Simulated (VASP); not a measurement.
# EuS2 (Fm-3m) in VASP: a series of runs

Runs on EuS2. Level: PBE+U. Tasks: single point.

Program: VASP 6.6.1. These are calculated values, not measurements. Logs are shortened: lines on timing, memory, paths and dates and some standing lists are left out, and cuts for length are marked.

## (1) The cell of the first run

It takes space group Fm-3m (No. 225, cubic). The conventional cell has a = 6.660 Å, b = 6.660 Å, c = 6.660 Å, α = 90.00°, β = 90.00°, γ = 90.00°. Within 3.8 Å of Eu (site symmetry m-3m) lie 8 S at 2.88 Å. S (site symmetry -43m) has 4 Eu at 2.88 Å and 6 S at 3.33 Å within 3.8 Å.

## (2) Single point, PBE+U, collinear spin, ferromagnetic start

INCAR reads:

```
SYSTEM = EuS2
PREC = Accurate
ENCUT = 520
EDIFF = 1E-6
ISMEAR = 0
SIGMA = 0.05
LREAL = .False.
LASPH = .True.
NELM = 150
ALGO = Normal
ISIF = 2
LWAVE = .False.
LCHARG = .False.
ISPIN = 2
MAGMOM = 6 0 0
LORBIT = 11
LMAXMIX = 6
LDAU = .True.
LDAUTYPE = 2
LDAUL = 3 -1
LDAUU = 6 0
LDAUJ = 0 0
LDAUPRINT = 1
GGA = PE
NBANDS = 26
```

KPOINTS reads:

```
Automatic mesh
0
Gamma
  4 4 4
  0 0 0
```

POSCAR reads:

```
EuS2
1.0
    0.0000000000      3.3298180254      3.3298180254
    3.3298180254      0.0000000000      3.3298180254
    3.3298180254      3.3298180254      0.0000000000
Eu S
1 2
Direct
    0.0000000000      0.0000000000      0.0000000000
    0.2500000000      0.2500000000      0.2500000000
    0.7500000000      0.7500000000      0.7500000000
```

Potentials or basis: VASP PAW PBE potentials, release 64 (Eu, S).

Launch:

```bash
$ cat potpaw_PBE.64/Eu/POTCAR potpaw_PBE.64/S/POTCAR > POTCAR
$ mpirun -np 1 vasp_std > vasp.out
```

OUTCAR:

```text
SYSTEM = EuS2
   PREC = Accurate
   ENCUT = 520
   EDIFF = 1E-6
   ISMEAR = 0
   LREAL = .False.
   LASPH = .True.
   NELM = 150
   ISIF = 2
   ISPIN = 2
   LORBIT = 11
   GGA = PE

 ion  position               nearest neighbor table
   1  0.000  0.000  0.000-   3 2.88   3 2.88   3 2.88   2 2.88   3 2.88   2 2.88   2 2.88   2 2.88

   2  0.250  0.250  0.250-   1 2.88   1 2.88   1 2.88   1 2.88
   3  0.750  0.750  0.750-   1 2.88   1 2.88   1 2.88   1 2.88

  LATTYP: Found a face centered cubic cell.
 ALAT       =     6.6596360508

  Lattice vectors:

 A1 = (   0.0000000000,   3.3298180254,   3.3298180254)
 A2 = (   3.3298180254,   0.0000000000,   3.3298180254)
 A3 = (   3.3298180254,   3.3298180254,   0.0000000000)

Analysis of symmetry for initial positions (statically):
=====================================================================
 Subroutine PRICEL returns:
 Original cell was already a primitive cell.

 Routine SETGRP: Setting up the symmetry group for a
 face centered cubic supercell.

 Subroutine GETGRP returns: Found 48 space group operations
 (whereof 48 operations were pure point group operations)
 out of a pool of 48 trial point group operations.

The static configuration has the point symmetry O_h .

Analysis of symmetry for dynamics (positions and initial velocities):
=====================================================================
 Subroutine PRICEL returns:
 Original cell was already a primitive cell.

 Routine SETGRP: Setting up the symmetry group for a
 face centered cubic supercell.

 Subroutine GETGRP returns: Found 48 space group operations
 (whereof 48 operations were pure point group operations)
 out of a pool of 48 trial point group operations.

The dynamic configuration has the point symmetry O_h .

Analysis of structural, dynamic, and magnetic symmetry:
=====================================================================
 Subroutine PRICEL returns:
 Original cell was already a primitive cell.

 Routine SETGRP: Setting up the symmetry group for a
 face centered cubic supercell.

 Subroutine GETGRP returns: Found 48 space group operations
 (whereof 48 operations were pure point group operations)
 out of a pool of 48 trial point group operations.

The overall configuration has the point symmetry O_h .

 Subroutine INISYM returns: Found 48 space group operations
 (whereof 48 operations are pure point group operations),
 and found     1 'primitive' translations

----------------------------------------------------------------------------------------

                                     Primitive cell

  volume of cell :      73.8400

  direct lattice vectors                    reciprocal lattice vectors
     0.000000000  3.329818025  3.329818025    -0.150158356  0.150158356  0.150158356
     3.329818025  0.000000000  3.329818025     0.150158356 -0.150158356  0.150158356
     3.329818025  3.329818025  0.000000000     0.150158356  0.150158356 -0.150158356

  length of vectors
     4.709073812  4.709073812  4.709073812     0.260081902  0.260081902  0.260081902

[... 118 lines left out ...]
 -0.0000  0.0000 -0.0000 -0.0000 -0.0000  0.9915  0.0000
 -0.0000 -0.0000  0.0000  0.0000  0.0007  0.0000  0.9907

spin component  2

  0.0026 -0.0000  0.0002  0.0000  0.0000  0.0000 -0.0000
 -0.0000  0.0142  0.0000  0.0000  0.0000  0.0000 -0.0000
  0.0002  0.0000  0.0026 -0.0000  0.0000 -0.0000 -0.0000
  0.0000  0.0000 -0.0000  0.0028 -0.0000  0.0000 -0.0000
  0.0000  0.0000  0.0000 -0.0000  0.0026  0.0000 -0.0002
  0.0000  0.0000 -0.0000  0.0000  0.0000  0.0024  0.0000
 -0.0000 -0.0000 -0.0000 -0.0000 -0.0002  0.0000  0.0026

 occupancies and eigenvectors

  o =  0.0024  v =  0.0000  0.0000  0.0000  0.0000  0.0000  0.0000  0.0000 -0.0000 -0.0000  0.0000 -0.0000 -0.0000  1.0000 -0.0000      0.0000  0.0000  0.0000  0.0000  0.0000  0.0000  0.0000  0.0000  0.0000  0.0000  0.0000  0.0000  0.0000  0.0000
  o =  0.0024  v =  0.0000  0.0000  0.0000  0.0000  0.0000  0.0000  0.0000 -0.6124 -0.0000  0.7906  0.0000  0.0001 -0.0000  0.0001      0.0000  0.0000  0.0000  0.0000  0.0000  0.0000  0.0000  0.0000  0.0000  0.0000  0.0000  0.0000  0.0000  0.0000
  o =  0.0024  v =  0.0000  0.0000  0.0000  0.0000  0.0000  0.0000  0.0000 -0.0001 -0.0000  0.0001 -0.0000 -0.7906 -0.0000 -0.6124      0.0000  0.0000  0.0000  0.0000  0.0000  0.0000  0.0000  0.0000  0.0000  0.0000  0.0000  0.0000  0.0000  0.0000
  o =  0.0028  v =  0.0000  0.0000  0.0000  0.0000  0.0000  0.0000  0.0000  0.0000 -0.0000  0.0000  1.0000  0.0000  0.0000 -0.0000      0.0000  0.0000  0.0000  0.0000  0.0000  0.0000  0.0000  0.0000  0.0000  0.0000  0.0000  0.0000  0.0000  0.0000
  o =  0.0028  v =  0.0000  0.0000  0.0000  0.0000  0.0000  0.0000  0.0000  0.0012  0.0000  0.0009  0.0000 -0.6124 -0.0000  0.7906      0.0000  0.0000  0.0000  0.0000  0.0000  0.0000  0.0000  0.0000  0.0000  0.0000  0.0000  0.0000  0.0000  0.0000
  o =  0.0028  v =  0.0000  0.0000  0.0000  0.0000  0.0000  0.0000  0.0000  0.7906 -0.0000  0.6124 -0.0000  0.0009 -0.0000 -0.0012      0.0000  0.0000  0.0000  0.0000  0.0000  0.0000  0.0000  0.0000  0.0000  0.0000  0.0000  0.0000  0.0000  0.0000
  o =  0.0142  v =  0.0000  0.0000  0.0000  0.0000  0.0000  0.0000  0.0000 -0.0000  1.0000  0.0000  0.0000  0.0000  0.0000 -0.0000      0.0000  0.0000  0.0000  0.0000  0.0000  0.0000  0.0000  0.0000  0.0000  0.0000  0.0000  0.0000  0.0000  0.0000
  o =  0.2714  v =  0.0000 -1.0000  0.0000  0.0000 -0.0000  0.0000 -0.0000  0.0000  0.0000  0.0000  0.0000  0.0000  0.0000  0.0000      0.0000  0.0000  0.0000  0.0000  0.0000  0.0000  0.0000  0.0000  0.0000  0.0000  0.0000  0.0000  0.0000  0.0000
  o =  0.9901  v = -0.7906 -0.0000 -0.6124  0.0000  0.0000 -0.0000 -0.0000  0.0000  0.0000  0.0000  0.0000  0.0000  0.0000  0.0000      0.0000  0.0000  0.0000  0.0000  0.0000  0.0000  0.0000  0.0000  0.0000  0.0000  0.0000  0.0000  0.0000  0.0000
  o =  0.9901  v = -0.0000 -0.0000 -0.0000 -0.0003 -0.6124  0.0000  0.7906  0.0000  0.0000  0.0000  0.0000  0.0000  0.0000  0.0000      0.0000  0.0000  0.0000  0.0000  0.0000  0.0000  0.0000  0.0000  0.0000  0.0000  0.0000  0.0000  0.0000  0.0000
  o =  0.9901  v = -0.0000 -0.0000 -0.0000 -1.0000  0.0002  0.0000 -0.0003  0.0000  0.0000  0.0000  0.0000  0.0000  0.0000  0.0000      0.0000  0.0000  0.0000  0.0000  0.0000  0.0000  0.0000  0.0000  0.0000  0.0000  0.0000  0.0000  0.0000  0.0000
  o =  0.9915  v = -0.0000  0.0000  0.0000  0.0000 -0.0040  1.0000 -0.0031  0.0000  0.0000  0.0000  0.0000  0.0000  0.0000  0.0000      0.0000  0.0000  0.0000  0.0000  0.0000  0.0000  0.0000  0.0000  0.0000  0.0000  0.0000  0.0000  0.0000  0.0000
  o =  0.9915  v = -0.0016  0.0000  0.0021  0.0000 -0.7906 -0.0050 -0.6124  0.0000  0.0000  0.0000  0.0000  0.0000  0.0000  0.0000      0.0000  0.0000  0.0000  0.0000  0.0000  0.0000  0.0000  0.0000  0.0000  0.0000  0.0000  0.0000  0.0000  0.0000
  o =  0.9915  v = -0.6124 -0.0000  0.7906  0.0000  0.0021  0.0000  0.0016  0.0000  0.0000  0.0000  0.0000  0.0000  0.0000  0.0000      0.0000  0.0000  0.0000  0.0000  0.0000  0.0000  0.0000  0.0000  0.0000  0.0000  0.0000  0.0000  0.0000  0.0000

 number of electron      28.9999999 magnetization       6.1557473

 Free energy of the ion-electron system (eV)
  ---------------------------------------------------
  ext. energy  EPLUGINS =         0.00000000
  ---------------------------------------------------
  free energy    TOTEN  =       -22.02693021 eV

  energy without entropy =      -22.02608469  energy(sigma->0) =      -22.02650745

 E-fermi :   2.5214     XC(G=0):  -9.5246

 val. band max:        2.4868638838   @ k =  -0.2500   0.5000   0.2500
 cond. band min:       2.6989006689   @ k =  -0.2500   0.2500   0.0000
 fundamental gap:      0.2120367852
 Fermi energy:         2.5213760570

 spin component 1

 k-point     1 :       0.0000    0.0000    0.0000
  band No.  band energies     occupation
      1     -38.7533      1.00000
      2     -17.2060      1.00000
      3     -17.2060      1.00000
      4     -17.2060      1.00000
      5      -9.6511      1.00000
      6      -7.5789      1.00000
[... 221 lines left out ...]
     25      11.0939      0.00000
     26      11.5574      0.00000
 Fermi energy:         2.5213760570

 spin component 2

 k-point     1 :       0.0000    0.0000    0.0000
  band No.  band energies     occupation
      1     -35.9196      1.00000
      2     -15.2046      1.00000
      3     -15.2046      1.00000
      4     -15.2046      1.00000
      5      -9.6909      1.00000
      6      -7.6597      1.00000
[... 221 lines left out ...]
     25      11.8129      0.00000
     26      12.1974      0.00000

------------------------ aborting loop because EDIFF is reached ----------------------------------------

  FORCE on cell =-STRESS in cart. coord.  units (eV):
  Direction    XX          YY          ZZ          XY          YZ          ZX
  --------------------------------------------------------------------------------------
  -------------------------------------------------------------------------------------
  Total       -0.0924378     -0.0924378     -0.0924378      0.0000000     -0.0000000      0.0000000
  in kB       -2.0057123     -2.0057123     -2.0057123      0.0000000     -0.0000000      0.0000000
  external PRESSURE =      -2.0057123 kB  Pullay stress =       0.0000000 kB

 VOLUME and BASIS-vectors are now :
 -----------------------------------------------------------------------------
  energy-cutoff  :      520.00
  volume of cell :       73.84
      direct lattice vectors                 reciprocal lattice vectors
     0.000000000  3.329818025  3.329818025    -0.150158356  0.150158356  0.150158356
     3.329818025  0.000000000  3.329818025     0.150158356 -0.150158356  0.150158356
     3.329818025  3.329818025  0.000000000     0.150158356  0.150158356 -0.150158356

 POSITION                                       TOTAL-FORCE (eV/Angst)
 -----------------------------------------------------------------------------------
      0.00000      0.00000      0.00000         0.000000     -0.000000      0.000000
      1.66491      1.66491      1.66491         0.000000      0.000000      0.000000
      4.99473      4.99473      4.99473        -0.000000     -0.000000     -0.000000
 -----------------------------------------------------------------------------------
    total drift:                               -0.000000      0.000000      0.000000

  FREE ENERGIE OF THE ION-ELECTRON SYSTEM (eV)
  ---------------------------------------------------
  free  energy   TOTEN  =       -22.0269302067 eV

  energy  without entropy=      -22.0260846869  energy(sigma->0) =      -22.02650745

 total charge

# of ion       s       p       d       f       tot
--------------------------------------------------
    1        2.042   5.727   0.478   6.238  14.484
    2        1.353   2.342   0.000   0.000   3.696
    3        1.353   2.342   0.000   0.000   3.696
--------------------------------------------------
tot          4.748  10.411   0.478   6.238  21.876

 magnetization (x)

# of ion       s       p       d       f       tot
--------------------------------------------------
    1       -0.010  -0.107   0.067   6.181   6.131
    2       -0.006  -0.057   0.000   0.000  -0.064
    3       -0.006  -0.057   0.000   0.000  -0.064
--------------------------------------------------
tot         -0.023  -0.221   0.067   6.181   6.004
```

Run time: 4.4 min. Hardware: 1 thread of Intel Xeon Platinum 8259CL at 2.50GHz (Skylake/Cascade Lake), shared host; peak memory 0.25 GiB.

What came out:

- Free energy: -22.0269 eV
- Pressure: -0.2 GPa
- Net moment: 6.16 μB per cell
- Site moments: Eu +6.13; S -0.06 μB
- Valence electrons inside the program's atomic spheres: Eu 14.48; S 3.70

Eigenvalues of the final occupation matrices:
| site | spin | trace | eigenvalues |
| --- | --- | --- | --- |
| site 1 f | 1 | 6.22 | 0.27 0.99 0.99 0.99 0.99 0.99 0.99 |
| site 1 f | 2 | 0.03 | 0.00 0.00 0.00 0.00 0.00 0.00 0.01 |

Caveat: the k points lie up to 0.41 Å⁻¹ apart; spin-orbit coupling is left out, which moves the levels of the heavy elements; a cell with one magnetic atom can't hold antiferromagnetic order, which such compounds often take. The state reached can hang on the start; a lower one may exist.

## (3) Single point, PBE+U, collinear spin, ferromagnetic start

This run uses another cell than the first one, of 25.26 Å³/atom, 1.026 times its volume.

INCAR reads:

```
SYSTEM = EuS2
ALGO = Normal
EDIFF = 1E-6
ENCUT = 520
GGA = PE
ISIF = 2
ISMEAR = 0
ISPIN = 2
LASPH = .True.
LCHARG = .False.
LDAU = .True.
LDAUJ = 0 0
LDAUL = 3 -1
LDAUPRINT = 1
LDAUTYPE = 2
LDAUU = 6 0
LMAXMIX = 6
LORBIT = 11
LREAL = .False.
LWAVE = .False.
MAGMOM = 7.11 0.06 0.06
NBANDS = 26
NELM = 150
PREC = Accurate
SIGMA = 0.05
```

KPOINTS reads:

```
k-points
0
Gamma
  8 8 8
  0 0 0
```

POSCAR reads:

```
EuS2
1.0
    0.0000000000      3.3588959891      3.3588959891
    3.3588959891      0.0000000000      3.3588959891
    3.3588959891      3.3588959891      0.0000000000
Eu S
1 2
Direct
    0.0000000000      0.0000000000      0.0000000000
    0.2500000000      0.2500000000      0.2500000000
    0.7500000000      0.7500000000      0.7500000000
```

Potentials or basis: VASP PAW PBE potentials, release 64 (Eu, S).

Launch:

```bash
$ cat potpaw_PBE.64/Eu/POTCAR potpaw_PBE.64/S/POTCAR > POTCAR
$ mpirun -np 1 vasp_std > vasp.out
```

Wall time 7 min (1 thread of Intel Xeon Platinum 8259CL at 2.50GHz (Skylake/Cascade Lake), shared host); peak memory 0.3 GiB.

It converged, with:

```yaml
Free_energy: -21.9729 eV
Pressure: -0.9 GPa
Net_moment: 6.73 μB per cell
Site_moments: Eu +6.16; S +0.11 μB
Valence_electrons_inside_the_program's_atomic_spheres: Eu 14.47; S 3.69
```

Levels at points of the mesh, in eV from the Fermi level:
Spin up:
```
           k point  band 16  band 17  band 18  band 19  band 20  band 21
(0.00, 0.00, 0.00)     0.18     0.18     0.18     0.23     3.13     3.13
(0.50, 0.00, 0.00)    -1.64    -1.05    -1.05     0.33     3.79     3.79
(0.50, 0.50, 0.00)    -0.39    -0.39    -0.33     1.28     2.93     4.60
```
Spin down:
```tsv
k point	band 8	band 9	band 10	band 11	band 12	band 13	band 14	band 15
(0.00, 0.00, 0.00)	-2.87	-2.87	0.26	0.26	0.26	3.75	3.75	5.49
(0.50, 0.00, 0.00)	-2.12	-1.60	-1.34	-0.92	-0.92	4.52	4.52	5.37
(0.50, 0.50, 0.00)	-2.16	-2.16	-0.11	-0.11	0.82	3.45	5.51	5.71
```

Eigenvalues of the final occupation matrices:
| site | spin | trace | eigenvalues |
| --- | --- | --- | --- |
| site 1 f | 1 | 6.23 | 0.28 0.99 0.99 0.99 0.99 0.99 0.99 |
| site 1 f | 2 | 0.02 | 0.00 0.00 0.00 0.00 0.00 0.00 0.01 |

Caveat: spin-orbit coupling is left out, which moves the levels of the heavy elements; a cell with one magnetic atom can't hold antiferromagnetic order, which such compounds often take.
